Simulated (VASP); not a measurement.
## MnS: single point with PBEsol

Crystal: MnS.

```
CELL_PARAMETERS angstrom
0.00000 2.43113 2.43113
2.43113 0.00000 2.43113
2.43113 2.43113 0.00000
ATOMIC_POSITIONS crystal
Mn 0.00000 0.00000 0.00000
S 0.75000 0.75000 0.75000
```

* Program: VASP 6.6.1
* Task: single point
* Functional: PBEsol
* Potentials or basis: VASP PAW PBE potentials, release 64 (Mn_pv, S)
* Cutoff: 520 eV
* k mesh: 9 × 9 × 9
* Occupations: fermi-dirac, width 0.05 eV
* Spin: collinear spin, ferromagnetic start
* Starting moments: [4.0, 0.0] μB

- Pressure: 5.2 GPa
- Net moment: 0.15 μB per cell
- Site moments: Mn +0.15; S -0.00 μB
- Valence electrons inside the program's atomic spheres: Mn 12.16; S 3.74

Levels at points of the mesh, in eV from the Fermi level:
Spin up:
```csv
k point,band 5,band 6,band 7,band 8,band 9,band 10,band 11,band 12,band 13,band 14
"(0.00, 0.00, 0.00)",-4.89,-4.89,-4.89,-0.89,-0.89,3.99,3.99,3.99,4.02,8.09
```
Spin down:
| k point | band 7 | band 8 | band 9 | band 10 | band 11 | band 12 |
| --- | --- | --- | --- | --- | --- | --- |
| (0.00, 0.00, 0.00) | -4.85 | -0.72 | -0.72 | 4.04 | 4.05 | 4.05 |

It took 36 s on 1 thread of Intel(R) Xeon(R) 6975P-C (Granite Rapids), on a shared host, peak memory 0.18 GiB.

Caveat: the PAW data sets were made with another functional, which shifts forces and pressure a little; the moment fell far below its start of 4 μB, so a state of higher moment may lie lower in energy; semilocal functionals often make such compounds metallic where correlation or magnetic order opens a gap, which also shifts bond lengths. With open d or f shells a metallic result of PBEsol can be an artefact of self-interaction; +U or a hybrid may open a gap.
